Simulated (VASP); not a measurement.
Write the native input for VASP 6.6.1 that does the following.

```
Task                   : single point
Functional             : PBE
Potentials or basis    : VASP PAW PBE potentials, release 64 (Zn, Tl_d)
Cutoff                 : 520 eV
k mesh                 : 6 × 6 × 4
Occupations            : gaussian, width 0.1 eV
Spin                   : no spin polarisation
Dipole correction      : no
Further INCAR settings : ALGO = Normal; EDIFF = 1e-06; NBANDS = 26
```

The structure of TlZn2 lies in POSCAR:

```
TlZn2
1.0
    3.4696209023      0.0000000000      0.0000000000
   -1.7348104512      3.0047798429      0.0000000000
    0.0000000000      0.0000000000      6.2502570709
Zn Tl
2 1
Direct
    0.3333333333      0.6666666667      0.8647382515
    0.6666666667      0.3333333333      0.1352617485
    0.0000000000      0.0000000000      0.5000000000
```

These files were run (other wordings do the same):

INCAR

```
PREC = Accurate
ENCUT = 520
EDIFF = 1E-6
ISMEAR = 0
SIGMA = 0.1
LREAL = F
LASPH = T
NELM = 60
ALGO = Normal
ISIF = 2
LWAVE = F
LCHARG = F
GGA = PE
NBANDS = 26
```

KPOINTS

```
Automatic mesh
0
Gamma
  6 6 4
```

Potentials or basis: VASP PAW PBE potentials, release 64 (Zn, Tl_d).

Run with:

```sh
$ cat potpaw_PBE.64/Zn/POTCAR potpaw_PBE.64/Tl_d/POTCAR > POTCAR
$ mpirun -np 1 vasp_std > vasp.out
```

Results of the run:

| Item | Value |
| --- | --- |
| Pressure | 0.0 GPa |
| Largest force | 0.009 eV/Å |

It took 15 s on 1 thread of AMD EPYC 9R45 96-Core Processor (Zen 5) (shared host), peak memory 0.17 GiB.
